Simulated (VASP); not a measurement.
Crystal: Sn.

```
Sn
1.0
    -1.66644    1.70779    2.18280
     1.79387   -1.85892    2.39165
     1.69371    1.88544   -2.29756
Sn
1
Direct
  0.00000 0.00000 0.00000
```

- Program: VASP 6.6.1
- Task: relaxation of cell and atoms
- Functional: revPBE
- Dispersion: D4
- Potentials or basis: VASP PAW PBE potentials, release 64 (Sn_d)
- Cutoff: 600 eV
- k mesh: 10 × 9 × 10
- Occupations: fermi-dirac, width 0.05 eV
- Spin: no spin polarisation

At the start: pressure -3.0 GPa; volume 28.61 Å³/atom.

Q: How do energy, volume and symmetry change on relaxing?

A: Over 19 steps the energy falls by 41.9 meV/atom and the volume is 26.48 Å³/atom (-7.4 %); space group P-1 (No. 2, to 0.1 Å) before, Fmmm (No. 69, to 0.1 Å).

The path:
```
step  energy change (eV)  largest force (eV/Å)  pressure (GPa)  volume (Å³)
   1              0.0000                0.0000           -2.96        28.61
   2             -0.0319                0.0000            0.37        26.47
   3             -0.0325                0.0000            0.78        26.20
   4             -0.0404                0.0000            0.64        26.26
   5             -0.0406                0.0000            0.53        26.28
   6             -0.0410                0.0000            0.54        26.27
   7             -0.0410                0.0000            0.52        26.27
   8             -0.0416                0.0000           -0.08        26.63
   9             -0.0416                0.0000           -0.33        26.67
  10             -0.0416                0.0000           -0.24        26.64
  11             -0.0418                0.0000           -0.16        26.47
  12             -0.0407                0.0000            0.86        26.07
  13             -0.0418                0.0000            0.63        26.39
  14             -0.0418                0.0000            0.16        26.45
  15             -0.0418                0.0000            0.11        26.46
  16             -0.0418                0.0000            0.10        26.46
  17             -0.0418                0.0000            0.09        26.47
  18             -0.0419                0.0000            0.05        26.47
  19             -0.0419                0.0000            0.03        26.48
```

Final structure:
```
CELL_PARAMETERS angstrom
-1.68842 1.71649 2.21654
1.69982 -1.69464 2.20382
1.75173 1.75590 -2.19772
ATOMIC_POSITIONS crystal
Sn 0.00000 0.00000 0.00000
```

Caveat: the PAW data sets were made with another functional, which shifts forces and pressure a little.
